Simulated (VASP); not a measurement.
# Si5Ni in VASP: single point with PBE

Aim: the single point of Si5Ni with PBE.

All numbers are computed with VASP 6.6.1; they aren't measurements. Logs are shortened: lines on timing, memory, paths and dates and some standing lists are left out, and cuts for length are marked.

## 1. The cell of the first run

The cell holds a disordered packing, 24 atoms: a = 7.471 Å, b = 7.366 Å, c = 7.234 Å, α = 91.58°, β = 95.65°, γ = 85.64°.

## 2. Single point, PBE

Input file INCAR:

```
ALGO = Fast ; EDIFF = 1E-7
ENCUT = 520 ; GGA = PE
ISIF = 2 ; ISMEAR = 0
LASPH = True ; LCHARG = False
LREAL = Auto ; LWAVE = False
NBANDS = 78 ; NELM = 60
PREC = Accurate ; SIGMA = 0.1
```

Input file KPOINTS:

```
k-points
0
Gamma
  4 5 5
```

Input file POSCAR:

```
Si5Ni
1.0
    7.4576900000      0.2720240000     -0.3518580000
    0.2880710000      7.3595900000     -0.0935700000
   -0.3687810000     -0.0934770000      7.2242270000
Si Ni
20 4
Direct
    0.7109390728      0.3999192372      0.8134565475
    0.3298312071      0.3325421226      0.8748014260
    0.7757639645      0.7230701344      0.3455638066
    0.4059822944      0.5751435249      0.1256873476
    0.7081491549      0.4710747020      0.1360283555
    0.9522228328      0.1549449910      0.4735911868
    0.9926999014      0.7444254985      0.1317843066
    0.4442728924      0.1054088849      0.5696597221
    0.7707190891      0.8350858182      0.8708185180
    0.7602836282      0.1584035971      0.1875691593
    0.8814273099      0.1128001747      0.7763965711
    0.0708366620      0.1202086219      0.0708256340
    0.1496816039      0.7474956224      0.6799543113
    0.2071649348      0.3399979278      0.5081667288
    0.4451263480      0.8117945134      0.8935199553
    0.5445184727      0.9636218472      0.2950868463
    0.1963528325      0.9416472021      0.4354626279
    0.4312941335      0.5572798450      0.6679271318
    0.8660083730      0.6174840037      0.6500187084
    0.1224407683      0.4335654633      0.1461172260
    0.2545786696      0.6152052749      0.3893689243
    0.5749670488      0.1048857560      0.8673491963
    0.2718665108      0.8724361988      0.1447088494
    0.2291765948      0.0386144496      0.8102456819
```

Potentials or basis: VASP PAW PBE potentials, release 64 (Si, Ni).

Command:

```bash
> cat potpaw_PBE.64/Si/POTCAR potpaw_PBE.64/Ni/POTCAR > POTCAR
> mpirun -np 1 vasp_std > vasp.out
```

OUTCAR:

```text
EDIFF = 1E-7
   ENCUT = 520
   GGA = PE
   ISIF = 2
   ISMEAR = 0
   LASPH = True
   LREAL = Auto
   NELM = 60
   PREC = Accurate

 ion  position               nearest neighbor table
   1  0.711  0.400  0.813-   5 2.38  11 2.41  19 2.44  18 2.47  22 2.52   2 3.00
   2  0.330  0.333  0.875-  24 2.37  22 2.39  18 2.47   4 2.57  20 2.67  14 2.72   8 2.89   1 3.00
                            12 3.05
   3  0.776  0.723  0.346-   7 2.36  19 2.37  16 2.39   5 2.42
   4  0.406  0.575  0.126-  21 2.31   5 2.32  23 2.34  20 2.45  15 2.51   2 2.57
   5  0.708  0.471  0.136-   4 2.32  10 2.34   1 2.38   3 2.42   7 3.04  20 3.08
   6  0.952  0.155  0.474-  11 2.34  17 2.35  10 2.40  14 2.41  12 3.13
   7  0.993  0.744  0.132-  23 2.35   3 2.36  20 2.42   9 2.46  21 2.70  12 2.93  17 2.96   5 3.04

   8  0.444  0.105  0.570-  22 2.28  16 2.38  14 2.40  17 2.40  24 2.56   2 2.89
   9  0.771  0.835  0.871-  19 2.35  22 2.38  11 2.40   7 2.46  15 2.47
  10  0.760  0.158  0.188-   5 2.34   6 2.40  16 2.43  12 2.54  22 2.62
  11  0.881  0.113  0.776-   6 2.34   9 2.40   1 2.41  12 2.44  22 2.45  24 2.60
  12  0.071  0.120  0.071-  23 2.31  24 2.36  20 2.41  11 2.44  10 2.54   7 2.93  17 3.01   2 3.05
                             6 3.13
  13  0.150  0.747  0.680-  17 2.37  19 2.38  24 2.41  18 2.45  21 2.47  15 2.63
  14  0.207  0.340  0.508-  21 2.29   8 2.40   6 2.41  18 2.57   2 2.72  20 2.73  17 2.97
  15  0.445  0.812  0.894-  24 2.28  23 2.35  22 2.45  18 2.45   9 2.47   4 2.51  13 2.63  16 3.12

  16  0.545  0.964  0.295-  23 2.35   8 2.38   3 2.39  10 2.43  17 2.90  15 3.12
  17  0.196  0.942  0.435-  23 2.27   6 2.35  13 2.37   8 2.40  21 2.43  24 2.78  16 2.90   7 2.96
                            14 2.97  12 3.01
  18  0.431  0.557  0.668-  21 2.33  13 2.45  15 2.45   1 2.47   2 2.47  14 2.57
  19  0.866  0.617  0.650-   9 2.35   3 2.37  13 2.38   1 2.44
  20  0.122  0.434  0.146-  21 2.36  12 2.41   7 2.42   4 2.45   2 2.67  14 2.73   5 3.08
  21  0.255  0.615  0.389-  14 2.29   4 2.31  18 2.33  20 2.36  17 2.43  13 2.47  23 2.65   7 2.70

  22  0.575  0.105  0.867-   8 2.28   9 2.38   2 2.39  11 2.45  15 2.45   1 2.52  10 2.62  24 2.66

  23  0.272  0.872  0.145-  17 2.27  12 2.31   4 2.34   7 2.35  15 2.35  16 2.35  21 2.65  24 2.72

  24  0.229  0.039  0.810-  15 2.28  12 2.36   2 2.37  13 2.41   8 2.56  11 2.60  22 2.66  23 2.72
                            17 2.78

  LATTYP: Found a triclinic cell.
 ALAT       =    16.0032231561
 B/A-ratio  =     1.0142898143
 C/A-ratio  =     1.3009674958
 COS(alpha) =     0.0063763940
 COS(beta)  =     0.5836742892
 COS(gamma) =     0.8124025787

  Lattice vectors:

 A1 = (  -6.8815480000,  14.4471560000,   0.1647180000)
 A2 = (   0.2073610000,  14.6257030000,   7.0370870000)
 A3 = ( -13.8897470000,   7.0024960000, -13.8383080000)

Analysis of symmetry for initial positions (statically):
=====================================================================
 Subroutine PRICEL returns:
 Original cell was already a primitive cell.

 Routine SETGRP: Setting up the symmetry group for a
 triclinic supercell.

 Subroutine GETGRP returns: Found  1 space group operations
 (whereof  1 operations were pure point group operations)
 out of a pool of  2 trial point group operations.

The static configuration has the point symmetry C_1 .

Analysis of symmetry for dynamics (positions and initial velocities):
=====================================================================
 Subroutine PRICEL returns:
 Original cell was already a primitive cell.

 Routine SETGRP: Setting up the symmetry group for a
 triclinic supercell.

 Subroutine GETGRP returns: Found  1 space group operations
 (whereof  1 operations were pure point group operations)
 out of a pool of  2 trial point group operations.

The dynamic configuration has the point symmetry C_1 .

 Subroutine INISYM returns: Found  1 space group operations
 (whereof  1 operations are pure point group operations),
 and found     1 'primitive' translations

----------------------------------------------------------------------------------------

                                     Primitive cell

  volume of cell :     394.9382

  direct lattice vectors                    reciprocal lattice vectors
     7.457690000  0.272024000 -0.351858000     0.134599812 -0.005182035  0.006803974
     0.288071000  7.359590000 -0.093570000    -0.004892595  0.136087854  0.001511136
    -0.368781000 -0.093477000  7.224227000     0.006492351  0.001510252  0.138774076

  length of vectors
     7.470939783  7.365820064  7.234237563     0.134871260  0.136184159  0.138934070

  position of ions in fractional coordinates (direct lattice)
     0.710939073  0.399919237  0.813456548
     0.329831207  0.332542123  0.874801426
     0.775763965  0.723070134  0.345563807
     0.405982294  0.575143525  0.125687348
     0.708149155  0.471074702  0.136028356
     0.952222833  0.154944991  0.473591187
[... 16 lines left out ...]
     0.271866511  0.872436199  0.144708849
     0.229176595  0.038614450  0.810245682

  ion indices of the primitive-cell ions
   primitive index   ion index
                 1           1
                 2           2
                 3           3
                 4           4
                 5           5
                 6           6
[... 16 lines left out ...]
                23          23
                24          24

----------------------------------------------------------------------------------------

 KPOINTS: k-points

Automatic generation of k-mesh.
 Grid dimensions read from file:
 generate k-points for:    4    5    5

 Generating k-lattice:

  Cartesian coordinates                     Fractional coordinates (reciprocal lattice)
     0.033649953 -0.001295509  0.001700993     0.250000000 -0.000000000  0.000000000
    -0.000978519  0.027217571  0.000302227    -0.000000000  0.200000000  0.000000000
     0.001298470  0.000302050  0.027754815     0.000000000  0.000000000  0.200000000

  Length of vectors
     0.033717815  0.027236832  0.027786814

  Shift w.r.t. Gamma in fractional coordinates (k-lattice)
     0.000000000  0.000000000  0.000000000

 Subroutine IBZKPT returns following result:
 ===========================================

 Found     51 irreducible k-points:

 Following reciprocal coordinates:
            Coordinates               Weight
  0.000000  0.000000  0.000000      1.000000
  0.250000 -0.000000 -0.000000      2.000000
  0.500000 -0.000000 -0.000000      1.000000
 -0.000000  0.200000 -0.000000      2.000000
  0.250000  0.200000  0.000000      2.000000
  0.500000  0.200000  0.000000      2.000000
[... 16 lines left out ...]
 -0.250000  0.400000  0.200000      2.000000
 -0.000000 -0.400000  0.200000      2.000000
 [... further k-points ...]
   k-points           NKPTS =     51   k-points in BZ     NKDIM =     51   number of bands    NBANDS=     78
   number of dos      NEDOS =    301   number of ions     NIONS =     24
   total plane-waves  NPLWV = 169344
   dimension x,y,z NGX =    56 NGY =   56 NGZ =   54
   dimension x,y,z NGXF=   112 NGYF=  112 NGZF=  108
   ions per type =              20   4
   NGX,Y,Z   is equivalent  to a cutoff of  12.46, 12.64, 12.41 a.u.
   NGXF,Y,Z  is equivalent  to a cutoff of  24.92, 25.28, 24.82 a.u.
 SYSTEM =  unknown system
   PREC   = accura    normal or accurate (medium, high low for compatibility)
   ISTART =      0    job   : 0-new  1-cont  2-samecut
   ICHARG =      2    charge: 1-file 2-atom 10-const
   ISPIN  =      1    spin polarized calculation?
   LNONCOLLINEAR =      F non collinear calculations
   LSORBIT =      F    spin-orbit coupling
   LASPH  =      T    aspherical Exc in radial PAW
   ENCUT  =  520.0 eV  38.22 Ry    6.18 a.u.  13.89 13.70 13.45*2*pi/ulx,y,z
   NELM   =     60;   NELMIN=  2; NELMDL= -5     # of ELM steps
   EDIFF  = 0.1E-06   stopping-criterion for ELM
   LREAL  =      T    real-space projection
   EDIFFG = 0.1E-05   stopping-criterion for IOM
   NSW    =      0    number of steps for IOM
   IBRION =     -1    ionic relax: 0-MD 1-quasi-New 2-CG
   NFREE  =      0    steps in history (QN), initial steepest desc. (CG)
   ISIF   =      2    stress and relaxation
   ISYM   =      2    0-nonsym 1-usesym 2-fastsym
   POTIM  = 0.5000    time-step for ionic-motion
   TEBEG  =    0.0;   TEEND  =   0.0 temperature during run
   PSTRESS=    0.0 pullay stress
   NELECT =     120.0000    total number of electrons
   NUPDOWN=      -1.0000    fix difference up-down
   EMIN   =  10.00;   EMAX   =-10.00  energy-range for DOS
   EFERMI =   0.00;   METHOD = LEGACY
   ISMEAR =     0;   SIGMA  =   0.10  broadening in eV -4-tet -1-fermi 0-gaus
   EFERMI_NEDOS =   21; number of points for ismear=-14 and -15
   IALGO  =     68    algorithm
   IMIX   =      4    mixing-type and parameters
     AMIX     =   0.40;   BMIX     =  1.00
     AMIX_MAG =   1.60;   BMIX_MAG =  1.00
  volume/ion in A,a.u.               =      16.46       111.05
  Fermi-wavevector in a.u.,A,eV,Ry     =   1.100590  2.079813 16.480713  1.211298
  Thomas-Fermi vector in A             =   2.237004
   LORBIT       =      0    0 simple, 1 ext, 2 COOP (PROOUT), +10 PAW based schemes
   GGA     = PE    functional components
   LHFCALC =     F    Hartree Fock is set to
   AEXX    =    0.0000 exact exchange contribution
   IVDW    =     0    specifies the selected vdW correction
   LEPSILON=     F    determine dielectric tensor
   LRPA    =     F    only Hartree local field effects (RPA)
 non-spin polarized calculation
 RMM-DIIS sequential band-by-band and
 Gauss-broadening in eV      SIGMA  =   0.10
  energy-cutoff  :      520.00
  volume of cell :      394.94
 maximum number of plane-waves:     10656
   NGX = 27   NGY = 27   NGZ = 27

 number of electron     120.0000032 magnetization

 Free energy of the ion-electron system (eV)
  ---------------------------------------------------
  ext. energy  EPLUGINS =         0.00000000
  ---------------------------------------------------
  free energy    TOTEN  =      -127.15059386 eV

  energy without entropy =     -127.11135603  energy(sigma->0) =     -127.13097495

 E-fermi :   7.6450     XC(G=0): -10.4389

 val. band max:        7.6375878409   @ k =   0.0000  -0.2000   0.4000
 cond. band min:       7.6477181838   @ k =   0.5000  -0.2000   0.4000
 fundamental gap:      0.0101303429
 Fermi energy:         7.6449563689

 k-point     1 :       0.0000    0.0000    0.0000
  band No.  band energies     occupation
      1      -5.2390      2.00000
      2      -3.3659      2.00000
      3      -3.2675      2.00000
      4      -2.8747      2.00000
      5      -2.7290      2.00000
      6      -2.2859      2.00000
[... 64 lines left out ...]
     71       9.7503      0.00000
     72       9.8267      0.00000

 k-point     2 :       0.2500   -0.0000   -0.0000
  band No.  band energies     occupation
      1      -5.0959      2.00000
      2      -3.9736      2.00000
      3      -3.0504      2.00000
      4      -2.7720      2.00000
      5      -2.6100      2.00000
      6      -2.2363      2.00000
[... 64 lines left out ...]
     71       9.7626      0.00000
     72       9.8782      0.00000

 k-point     3 :       0.5000   -0.0000   -0.0000
  band No.  band energies     occupation
      1      -4.7705      2.00000
      2      -4.5323      2.00000
      3      -2.8997      2.00000
      4      -2.6374      2.00000
      5      -2.4403      2.00000
      6      -2.2937      2.00000
[... 1564 lines left out ...]
     71       9.8270      0.00000
     72      10.1562      0.00000

 k-point    24 :      -0.0000   -0.4000    0.2000
  band No.  band energies     occupation
      1      -4.7699      2.00000
      2      -4.2466      2.00000
      3      -3.3292      2.00000
      4      -3.0342      2.00000
      5      -2.4920      2.00000
      6      -2.1130      2.00000
[... 64 lines left out ...]
     71       9.8785      0.00000
     72      10.0679      0.00000

 [... further k-points ...]

 [bands above 72 left out]

------------------------ aborting loop because EDIFF is reached ----------------------------------------

  FORCE on cell =-STRESS in cart. coord.  units (eV):
  Direction    XX          YY          ZZ          XY          YZ          ZX
  --------------------------------------------------------------------------------------
  -------------------------------------------------------------------------------------
  Total       -0.0959982     -0.1370303      0.0355162      0.1675649     -0.0733509      0.0104511
  in kB       -0.3894438     -0.5559017      0.1440813      0.6797742     -0.2975683      0.0423980
  external PRESSURE =      -0.2670880 kB  Pullay stress =       0.0000000 kB

 VOLUME and BASIS-vectors are now :
 -----------------------------------------------------------------------------
  energy-cutoff  :      520.00
  volume of cell :      394.94
      direct lattice vectors                 reciprocal lattice vectors
     7.457690000  0.272024000 -0.351858000     0.134599812 -0.005182035  0.006803974
     0.288071000  7.359590000 -0.093570000    -0.004892595  0.136087854  0.001511136
    -0.368781000 -0.093477000  7.224227000     0.006492351  0.001510252  0.138774076

 POSITION                                       TOTAL-FORCE (eV/Angst)
 -----------------------------------------------------------------------------------
      5.11718      3.06059      5.58902        -0.052496      0.019704     -0.036899
      2.23296      2.45532      6.17259        -0.030683      0.026222     -0.023994
      5.86627      5.50022      2.15581        -0.029776     -0.008621      0.021330
      3.14702      4.33151      0.71133         0.043821      0.030351     -0.023550
      5.36670      3.64683      0.68945        -0.022491      0.035461      0.014845
      6.97137      1.35509      3.07178        -0.037493     -0.015244     -0.061120
[... 16 lines left out ...]
      2.22545      6.48120      0.86812         0.019716      0.008490     -0.013215
      1.42145      0.27079      5.76915        -0.000441      0.011445     -0.000456
 -----------------------------------------------------------------------------------
    total drift:                                0.001161     -0.009795     -0.004673

  FREE ENERGIE OF THE ION-ELECTRON SYSTEM (eV)
  ---------------------------------------------------
  free  energy   TOTEN  =      -127.1505938646 eV

  energy  without entropy=     -127.1113560260  energy(sigma->0) =     -127.13097495
```

Wall time 73 min (1 thread of Oxide Virtual Turin-like, shared host); peak memory 1 GiB.

Results:

* Free energy: -127.1506 eV
* Pressure: 0.0 GPa
* Largest force: 0.078 eV/Å
* Band gap on the k mesh: zero (bands 60 and 61 overlap by 0.24 eV)

Forces on the atoms (eV/Å):
```
Si  -0.052  0.020 -0.037
Si  -0.031  0.026 -0.024
Si  -0.030 -0.009  0.021
Si   0.044  0.030 -0.024
Si  -0.022  0.035  0.015
Si  -0.037 -0.015 -0.061
Si  -0.011 -0.031 -0.024
Si  -0.001 -0.026 -0.014
Si   0.026 -0.004 -0.028
Si   0.044 -0.003  0.016
Si  -0.013 -0.043  0.042
Si  -0.027 -0.007  0.049
Si   0.054  0.043  0.026
Si   0.024 -0.027  0.021
Si  -0.037 -0.058 -0.009
Si  -0.006  0.001  0.004
Si  -0.003  0.009  0.032
Si   0.067  0.002  0.039
Si  -0.022  0.032  0.008
Si   0.003 -0.032 -0.031
Ni  -0.010  0.016 -0.019
Ni   0.022  0.021  0.012
Ni   0.020  0.008 -0.013
Ni   0.000  0.011  0.000
```

Caveat: the atoms stand as in a frame of molecular dynamics. Spin polarisation is off, so any magnetic state and its effect on volume and gap are missing.
